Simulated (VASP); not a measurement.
# Ru4C in VASP: single point with LDA

Aim: the single point of Ru4C with LDA.

Program: VASP 6.6.1. These are calculated values, not measurements. Logs are shortened: lines on timing, memory, paths and dates and some standing lists are left out, and cuts for length are marked.

### 1 The cell of the first run

The cell holds a slab with vacuum, 5 atoms: a = 2.674 Å, b = 2.674 Å, c = 21.762 Å, α = 90.00°, β = 90.00°, γ = 120.00°.

### 2 Single point, LDA

File INCAR:

```
PREC = Accurate ; ENCUT = 520
EDIFF = 1E-6 ; ISMEAR = 0
SIGMA = 0.1 ; LREAL = False
LASPH = True ; NELM = 100
ALGO = Normal ; ISIF = 2
LWAVE = False ; LCHARG = True
LDIPOL = True ; IDIPOL = 3
DIPOL = 0.5 0.5 0.371 ; GGA = CA
LELF = True ; LVHAR = True
LVACPOTAV = True ; NBANDS = 38
```

File KPOINTS:

```
Automatic mesh
0
Gamma
  12 12 1
```

File POSCAR:

```
Ru4C
1.0
    2.6740588508      0.0000000000      0.0000000000
   -1.3370294254      2.3158028960      0.0000000000
    0.0000000000      0.0000000000     21.7622039047
Ru C
4 1
Direct
    0.6666666667      0.3333333333      0.1838049132
    0.3333333333      0.6666666667      0.2809173428
    0.6666666667      0.3333333333      0.3776317450
    0.3333333333      0.6666666667      0.4715608745
    0.3333333333      1.0000000000      0.5412850380
```

Potentials or basis: VASP PAW LDA potentials, release 64 (Ru_pv, C).

Run with:

```
$ cat potpaw_LDA.64/Ru_pv/POTCAR potpaw_LDA.64/C/POTCAR > POTCAR
$ mpirun -np 1 vasp_std > vasp.out
```

OUTCAR:

```text
PREC = Accurate
   ENCUT = 520
   EDIFF = 1E-6
   ISMEAR = 0
   LREAL = False
   LASPH = True
   NELM = 100
   ISIF = 2
   GGA = CA

 ion  position               nearest neighbor table
   1  0.667  0.333  0.184-   2 2.62   2 2.62   2 2.62
   2  0.333  0.667  0.281-   3 2.61   3 2.61   3 2.61   1 2.62   1 2.62   1 2.62
   3  0.667  0.333  0.378-   4 2.56   4 2.56   4 2.56   2 2.61   2 2.61   2 2.61
   4  0.333  0.667  0.472-   5 1.76   5 2.34   3 2.56   3 2.56   3 2.56
   5  0.333  0.000  0.541-   4 1.76   4 2.34

  LATTYP: Found a hexagonal cell.
 ALAT       =     2.6740588508
 C/A-ratio  =     8.1382666272

  Lattice vectors:

 A1 = (   2.6740588508,   0.0000000000,   0.0000000000)
 A2 = (  -1.3370294254,   2.3158028960,   0.0000000000)
 A3 = (   0.0000000000,   0.0000000000,  21.7622039047)

Analysis of symmetry for initial positions (statically):
=====================================================================
 Subroutine PRICEL returns:
 Original cell was already a primitive cell.

 Routine SETGRP: Setting up the symmetry group for a
 hexagonal supercell.

 Subroutine GETGRP returns: Found  1 space group operations
 (whereof  1 operations were pure point group operations)
 out of a pool of 24 trial point group operations.

The static configuration has the point symmetry C_1 .

Analysis of symmetry for dynamics (positions and initial velocities):
=====================================================================
 Subroutine PRICEL returns:
 Original cell was already a primitive cell.

 Routine SETGRP: Setting up the symmetry group for a
 hexagonal supercell.

 Subroutine GETGRP returns: Found  1 space group operations
 (whereof  1 operations were pure point group operations)
 out of a pool of 24 trial point group operations.

The dynamic configuration has the point symmetry C_1 .

 Subroutine INISYM returns: Found  1 space group operations
 (whereof  1 operations are pure point group operations),
 and found     1 'primitive' translations

----------------------------------------------------------------------------------------

                                     Primitive cell

  volume of cell :     134.7645

  direct lattice vectors                    reciprocal lattice vectors
     2.674058851  0.000000000  0.000000000     0.373963348  0.215907840  0.000000000
    -1.337029425  2.315802896  0.000000000     0.000000000  0.431815679  0.000000000
     0.000000000  0.000000000 21.762203905     0.000000000  0.000000000  0.045951228

  length of vectors
     2.674058851  2.674058851 21.762203905     0.431815679  0.431815679  0.045951228

  position of ions in fractional coordinates (direct lattice)
     0.666666667  0.333333333  0.183804913
     0.333333333  0.666666667  0.280917343
     0.666666667  0.333333333  0.377631745
     0.333333333  0.666666667  0.471560874
     0.333333333  0.000000000  0.541285038

  ion indices of the primitive-cell ions
   primitive index   ion index
                 1           1
                 2           2
                 3           3
                 4           4
                 5           5

----------------------------------------------------------------------------------------

 KPOINTS: Automatic mesh

Automatic generation of k-mesh.
 Grid dimensions read from file:
 generate k-points for:   12   12    1

 Generating k-lattice:

  Cartesian coordinates                     Fractional coordinates (reciprocal lattice)
     0.031163612  0.017992320  0.000000000     0.083333333  0.000000000  0.000000000
     0.000000000  0.035984640  0.000000000     0.000000000  0.083333333  0.000000000
     0.000000000  0.000000000  0.045951228     0.000000000  0.000000000  1.000000000

  Length of vectors
     0.035984640  0.035984640  0.045951228

  Shift w.r.t. Gamma in fractional coordinates (k-lattice)
     0.000000000  0.000000000  0.000000000

 Subroutine IBZKPT returns following result:
 ===========================================

 Found     74 irreducible k-points:

 Following reciprocal coordinates:
            Coordinates               Weight
  0.000000  0.000000  0.000000      1.000000
  0.083333  0.000000  0.000000      2.000000
  0.000000  0.083333  0.000000      2.000000
 -0.083333  0.083333  0.000000      2.000000
  0.166667  0.000000  0.000000      2.000000
  0.000000  0.166667  0.000000      2.000000
[... 16 lines left out ...]
  0.166667  0.083333  0.000000      2.000000
 -0.083333  0.250000  0.000000      2.000000
 [... further k-points ...]
   k-points           NKPTS =     74   k-points in BZ     NKDIM =     74   number of bands    NBANDS=     38
   number of dos      NEDOS =    301   number of ions     NIONS =      5
   total plane-waves  NPLWV =  64800
   dimension x,y,z NGX =    20 NGY =   20 NGZ =  162
   dimension x,y,z NGXF=    40 NGYF=   40 NGZF=  324
   ions per type =               4   1
   NGX,Y,Z   is equivalent  to a cutoff of  12.43, 12.43, 12.38 a.u.
   NGXF,Y,Z  is equivalent  to a cutoff of  24.87, 24.87, 24.75 a.u.
 SYSTEM =  unknown system
   PREC   = accura    normal or accurate (medium, high low for compatibility)
   ISTART =      0    job   : 0-new  1-cont  2-samecut
   ICHARG =      2    charge: 1-file 2-atom 10-const
   ISPIN  =      1    spin polarized calculation?
   LNONCOLLINEAR =      F non collinear calculations
   LSORBIT =      F    spin-orbit coupling
   LASPH  =      T    aspherical Exc in radial PAW
   ENCUT  =  520.0 eV  38.22 Ry    6.18 a.u.   4.97  4.97 40.46*2*pi/ulx,y,z
   NELM   =    100;   NELMIN=  2; NELMDL= -5     # of ELM steps
   EDIFF  = 0.1E-05   stopping-criterion for ELM
   LREAL  =      F    real-space projection
   EDIFFG = 0.1E-04   stopping-criterion for IOM
   NSW    =      0    number of steps for IOM
   IBRION =     -1    ionic relax: 0-MD 1-quasi-New 2-CG
   NFREE  =      0    steps in history (QN), initial steepest desc. (CG)
   ISIF   =      2    stress and relaxation
   ISYM   =      2    0-nonsym 1-usesym 2-fastsym
   POTIM  = 0.5000    time-step for ionic-motion
   TEBEG  =    0.0;   TEEND  =   0.0 temperature during run
   PSTRESS=    0.0 pullay stress
   NELECT =      60.0000    total number of electrons
   NUPDOWN=      -1.0000    fix difference up-down
   EMIN   =  10.00;   EMAX   =-10.00  energy-range for DOS
   EFERMI =   0.00;   METHOD = LEGACY
   ISMEAR =     0;   SIGMA  =   0.10  broadening in eV -4-tet -1-fermi 0-gaus
   EFERMI_NEDOS =   21; number of points for ismear=-14 and -15
   IALGO  =     38    algorithm
   IMIX   =      4    mixing-type and parameters
     AMIX     =   0.40;   BMIX     =  1.00
     AMIX_MAG =   1.60;   BMIX_MAG =  1.00
  volume/ion in A,a.u.               =      26.95       181.89
  Fermi-wavevector in a.u.,A,eV,Ry     =   1.250067  2.362285 21.261397  1.562669
  Thomas-Fermi vector in A             =   2.384079
   LORBIT       =      0    0 simple, 1 ext, 2 COOP (PROOUT), +10 PAW based schemes
   GGA     = CA    functional components
   LHFCALC =     F    Hartree Fock is set to
   AEXX    =    0.0000 exact exchange contribution
   IVDW    =     0    specifies the selected vdW correction
   LEPSILON=     F    determine dielectric tensor
   LRPA    =     F    only Hartree local field effects (RPA)
 non-spin polarized calculation
 Gauss-broadening in eV      SIGMA  =   0.10
  energy-cutoff  :      520.00
  volume of cell :      134.76
 maximum number of plane-waves:      3677
   NGX =  9   NGY =  9   NGZ = 81

 dipolmoment           0.000000      0.000000     -0.283300 electrons x Angstroem

 number of electron      59.9999999 magnetization

 dipolmoment           0.000000      0.000000      0.048883 electrons x Angstroem

 Free energy of the ion-electron system (eV)
  ---------------------------------------------------
  ext. energy  EPLUGINS =         0.00000000
  ---------------------------------------------------
  free energy    TOTEN  =       -47.32679803 eV

  energy without entropy =      -47.31078557  energy(sigma->0) =      -47.31879180

 E-fermi :   2.1642     XC(G=0):  -7.2450

 val. band max:        2.1372450268   @ k =   0.0833   0.4167   0.0000
 cond. band min:       2.1672495997   @ k =  -0.0833   0.2500   0.0000
 fundamental gap:      0.0300045730
 Fermi energy:         2.1642119683

 k-point     1 :       0.0000    0.0000    0.0000
  band No.  band energies     occupation
      1     -41.6351      2.00000
      2     -41.2293      2.00000
      3     -40.7310      2.00000
      4     -40.5386      2.00000
      5     -40.5150      2.00000
      6     -40.4860      2.00000
[... 30 lines left out ...]
     37       3.3205      0.00000
     38       3.3598      0.00000

 k-point     2 :       0.0833    0.0000    0.0000
  band No.  band energies     occupation
      1     -41.6167      2.00000
      2     -41.2235      2.00000
      3     -40.7505      2.00000
      4     -40.6003      2.00000
      5     -40.5703      2.00000
      6     -40.5002      2.00000
[... 30 lines left out ...]
     37       3.5181      0.00000
     38       4.7017      0.00000

 k-point     3 :       0.0000    0.0833    0.0000
  band No.  band energies     occupation
      1     -41.6188      2.00000
      2     -41.2242      2.00000
      3     -40.7760      2.00000
      4     -40.5992      2.00000
      5     -40.5427      2.00000
      6     -40.4920      2.00000
[... 30 lines left out ...]
     37       3.5606      0.00000
     38       4.7482      0.00000

 k-point     4 :      -0.0833    0.0833    0.0000
  band No.  band energies     occupation
      1     -41.6172      2.00000
      2     -41.2257      2.00000
      3     -40.7797      2.00000
      4     -40.5902      2.00000
      5     -40.5400      2.00000
      6     -40.5035      2.00000
[... 30 lines left out ...]
     37       3.5768      0.00000
     38       4.7466      0.00000
[... 703 lines left out ...]
      4     -40.6908      2.00000
      5     -40.6267      2.00000
      6     -40.5440      2.00000
[... 30 lines left out ...]
     37       4.2335      0.00000
     38       5.5153      0.00000

 k-point    23 :       0.1667    0.0833    0.0000
  band No.  band energies     occupation
      1     -41.5342      2.00000
      2     -41.2093      2.00000
      3     -40.9477      2.00000
      4     -40.8470      2.00000
      5     -40.7815      2.00000
      6     -40.5986      2.00000
[... 30 lines left out ...]
     37       4.5611      0.00000
     38       5.4063      0.00000

 k-point    24 :      -0.0833    0.2500    0.0000
  band No.  band energies     occupation
      1     -41.5588      2.00000
      2     -41.2201      2.00000
      3     -41.0189      2.00000
      4     -40.8754      2.00000
      5     -40.6587      2.00000
      6     -40.5853      2.00000
[... 30 lines left out ...]
     37       4.8866      0.00000
     38       5.5856      0.00000

 [... further k-points ...]

------------------------ aborting loop because EDIFF is reached ----------------------------------------

  FORCE on cell =-STRESS in cart. coord.  units (eV):
  Direction    XX          YY          ZZ          XY          YZ          ZX
  --------------------------------------------------------------------------------------
  -------------------------------------------------------------------------------------
  Total        1.6656659      0.7139463      2.6298178     -0.5659084      1.6914900     -1.8471396
  in kB       19.8026384      8.4879086     31.2651717     -6.7279276     20.1096540    -21.9601277
  external PRESSURE =      19.8519062 kB  Pullay stress =       0.0000000 kB

 VOLUME and BASIS-vectors are now :
 -----------------------------------------------------------------------------
  energy-cutoff  :      520.00
  volume of cell :      134.76
      direct lattice vectors                 reciprocal lattice vectors
     2.674058851  0.000000000  0.000000000     0.373963348  0.215907840  0.000000000
    -1.337029425  2.315802896  0.000000000     0.000000000  0.431815679  0.000000000
     0.000000000  0.000000000 21.762203905     0.000000000  0.000000000  0.045951228

 POSITION                                       TOTAL-FORCE (eV/Angst)
 -----------------------------------------------------------------------------------
      1.33703      0.77193      4.00000         0.081221     -0.043760      0.915894
     -0.00000      1.54387      6.11338        -0.038890      0.066650     -0.801840
      1.33703      0.77193      8.21810         0.333487     -0.279637     -2.322390
     -0.00000      1.54387     10.26220         0.164014     -0.483791      1.977195
      0.89135      0.00000     11.77956        -0.539832      0.740537      0.231140
 -----------------------------------------------------------------------------------
    total drift:                               -0.000020     -0.000003      0.000587

  FREE ENERGIE OF THE ION-ELECTRON SYSTEM (eV)
  ---------------------------------------------------
  free  energy   TOTEN  =       -47.3267980278 eV

  energy  without entropy=      -47.3107855744  energy(sigma->0) =      -47.31879180

 vacuum level on the upper side and lower side of the slab         9.075         7.648
```

It took 9.1 min on 1 thread of AMD EPYC 7R13 (Zen 3), shared host; peak memory 0.37 GiB.

Results:

```
Free energy            : -47.3268 eV
Largest force          : 2.363 eV/Å
Band gap on the k mesh : zero (band 30 reaches 3.61 eV, above the bottom of band 31 at 1.02 eV)
```

Forces in eV/Å, atoms in the order of the input:
```
Ru   0.081 -0.044  0.916
Ru  -0.039  0.067 -0.802
Ru   0.333 -0.280 -2.322
Ru   0.164 -0.484  1.977
C   -0.540  0.741  0.231
```

Levels at points of the mesh, in eV from the Fermi level:
```tsv
k point	band 27	band 28	band 29	band 30	band 31	band 32
(0.00, 0.00, 0.00)	-2.13	-2.02	-1.36	-1.19	-0.66	-0.26
(0.50, 0.00, 0.00)	-0.52	0.77	1.02	1.23	1.42	1.56
(0.00, 0.50, 0.00)	-0.50	0.24	1.18	1.29	1.40	1.53
(0.50, 0.50, 0.00)	-0.55	-0.04	0.96	1.45	1.56	1.59
```
